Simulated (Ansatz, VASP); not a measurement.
## One calculation of SrO, two programs

The input INCAR:

```
SYSTEM = SrO
PREC = Accurate
ENCUT = 520
EDIFF = 1E-6
ISMEAR = -1
SIGMA = 0.03
LREAL = .False.
LASPH = .True.
NELM = 80
ALGO = Normal
ISIF = 2
LWAVE = .False.
LCHARG = .False.
GGA = PE
NBANDS = 15
```

The input KPOINTS:

```
regular mesh
0
Gamma
  11 11 11
  0 0 0
```

The input POSCAR:

```
SrO
1.0
    0.0000000000      2.5698000000      2.5698000000
    2.5698000000      0.0000000000      2.5698000000
    2.5698000000      2.5698000000      0.0000000000
Sr O
1 1
Direct
    0.0000000000      0.0000000000      0.0000000000
    0.5000000000      0.5000000000      0.5000000000
```

Input for Ansatz:

```yaml
crystal:
  lattice:
    - [0.0, 2.5698, 2.5698]
    - [2.5698, 0.0, 2.5698]
    - [2.5698, 2.5698, 0.0]
  atoms:
    - { symbol: Sr, position: [0.0, 0.0, 0.0] }
    - { symbol: O, position: [0.5, 0.5, 0.5] }
kpoints:
  mp_grid: { grid: [11, 11, 11] }
scf:
  occupations: { method: fermi_dirac, width: 0.03 }
hamiltonian:
  xc: pbe
  pseudopotentials: { kind: all_electron, lapw: { basis_error: 0.0005 } }
output:
  forces: true
  stress: true
  eigenvalues: true
```

Alike in both runs: task single point; functional PBE; k mesh 11 × 11 × 11; occupations fermi-dirac, width 0.03 eV; no spin polarisation.

```csv
,VASP,Ansatz
version,VASP 6.6.1,Ansatz 0.2.0
potentials or method,"VASP PAW PBE potentials, release 64 (Sr_sv, O), cutoff 520 eV","all-electron LAPW, scalar-relativistic"
```

Ansatz gave:

- gap on the k mesh at the Fermi level (eV): 3.35
- pressure (GPa): 2.9

Question: What did VASP give for the same quantities?

Answer: gap on the k mesh at the Fermi level (eV): 3.30; pressure (GPa): 3.5.

Ansatz ran all-electron here, and VASP with PAW potentials.
